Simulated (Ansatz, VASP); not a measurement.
## GaN: VASP beside Ansatz

The input INCAR:

```
SYSTEM = GaN
PREC = Accurate ; ENCUT = 520
EDIFF = 1E-7 ; ISMEAR = 0
SIGMA = 0.05 ; LREAL = .FALSE.
LASPH = .TRUE. ; NELM = 60
ALGO = Normal ; ISIF = 2
LWAVE = .FALSE. ; LCHARG = .FALSE.
GGA = PE ; NBANDS = 26
```

File KPOINTS:

```
Automatic mesh
0
G
  12 12 6
  0 0 0
```

POSCAR

```
GaN
1.0
    3.1218760445      0.0000000000      0.0000000000
   -1.5609380223      2.7036239620      0.0000000000
    0.0000000000      0.0000000000      5.1643849746
Ga N
2 2
Direct
    0.3333333333      0.6666666667      0.9991316867
    0.6666666667      0.3333333333      0.4991316867
    0.3333333333      0.6666666667      0.3758683133
    0.6666666667      0.3333333333      0.8758683133
```

Input for Ansatz:

```yaml
crystal:
  lattice:
    - [3.1218760445, 0.0, 0.0]
    - [-1.5609380223, 2.703623962, 0.0]
    - [0.0, 0.0, 5.1643849746]
  atoms:
    - { symbol: Ga, position: [0.3333333333, 0.6666666667, 0.9991316867] }
    - { symbol: Ga, position: [0.6666666667, 0.3333333333, 0.4991316867] }
    - { symbol: "N", position: [0.3333333333, 0.6666666667, 0.3758683133] }
    - { symbol: "N", position: [0.6666666667, 0.3333333333, 0.8758683133] }
basis:
  ecutwfc: 420
kpoints:
  mp_grid: { grid: [12, 12, 6] }
hamiltonian:
  xc: pbe
scf:
  occupations: { method: gaussian, width: 0.05 }
output:
  forces: true
  stress: true
  eigenvalues: true
  write_density: true
  write_potential: true
  elf: true
  volumetric_format: npy
```

Change from the starting cell: strain -0.030 along x and y, -0.015 along z, atoms carried along.

Alike in both runs: task single point; functional PBE; k mesh 12 × 12 × 6; occupations gaussian, width 0.05 eV; no spin polarisation.

|  | VASP | Ansatz |
| --- | --- | --- |
| version | VASP 6.6.1 | Ansatz 0.2.0 |
| potentials or method | VASP PAW PBE potentials, release 64 (Ga_d, N), cutoff 520 eV | scalar-relativistic, plane waves, PAW |
| valence electrons in the cell | 36 | 36 |

```tsv
	VASP	Ansatz	Ansatz less VASP
gap on the k mesh at the Fermi level (eV)	2.18	2.17	-0.011
least direct gap on the mesh (eV)	2.18	2.17	-0.011
pressure (GPa)	15.5	15.6	+0.06
traceless stress, the component that is largest in VASP (GPa)	-4.51	-4.56	-0.049
rms of the force components (eV/Å)	0.121	0.123	+0.0027
```

Atom by atom the forces differ by 0.003 eV/Å (rms over components).
